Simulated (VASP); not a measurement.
Here is a VASP 6.6.1 calculation.

Contents of INCAR:

```
PREC     = Accurate       # precision mode
ENCUT    = 600            # plane-wave cutoff, eV
EDIFF    = 1E-6           # SCF threshold, eV
ISMEAR   = -5             # smearing method
SIGMA    = 0.1            # smearing width, eV
LREAL    = F              # projectors in reciprocal space
LASPH    = T              # aspherical terms in the spheres
NELM     = 120            # most SCF steps
ALGO     = Normal         # electronic algorithm
ISIF     = 2              # what is computed and relaxed
LWAVE    = F              # write WAVECAR
LCHARG   = F              # write CHGCAR
GGA      = PE             # functional
NBANDS   = 20             # bands
GGA_COMPAT= F
```

Contents of KPOINTS:

```
Automatic mesh
0
Gamma
  12 12 12
```

Contents of POSCAR:

```
HfB3N
1.0
    3.1439488127      1.8151596933      1.4646715546
   -3.1439488127      1.8151596933      1.4646715546
    0.0000000000     -3.6303193867      1.4646715546
Hf B N
1 3 1
Direct
    0.0000000000      0.0000000000      0.0000000000
    0.5000000000      0.7428357849      0.2571642151
    0.2571642151      0.5000000000      0.7428357849
    0.7428357849      0.2571642151      0.5000000000
    0.5000000000      0.5000000000      0.5000000000
```

Potentials or basis: VASP PAW PBE potentials, release 64 (Hf_pv, B, N).

Command:

```sh
$ cat potpaw_PBE.64/Hf_pv/POTCAR potpaw_PBE.64/B/POTCAR potpaw_PBE.64/N/POTCAR > POTCAR
$ mpirun -np 1 vasp_std > vasp.out
```

Task: Predict the band gap on the k mesh.

Result: Zero (bands 12 and 13 overlap by 1.06 eV).

Task: What does it give for the largest force?

Result: 0.022 eV/Å.

Task: Predict the pressure.

Result: -0.8 GPa.

Forces on the atoms (eV/Å):
```
Hf   0.000  0.000  0.000
B   -0.011  0.019  0.000
B   -0.011 -0.019  0.000
B    0.022  0.000  0.000
N    0.000  0.000  0.000
```

Caveat: spin-orbit coupling is left out, which moves the levels of the heavy elements; tetrahedron occupations give inexact forces and stress in metals.
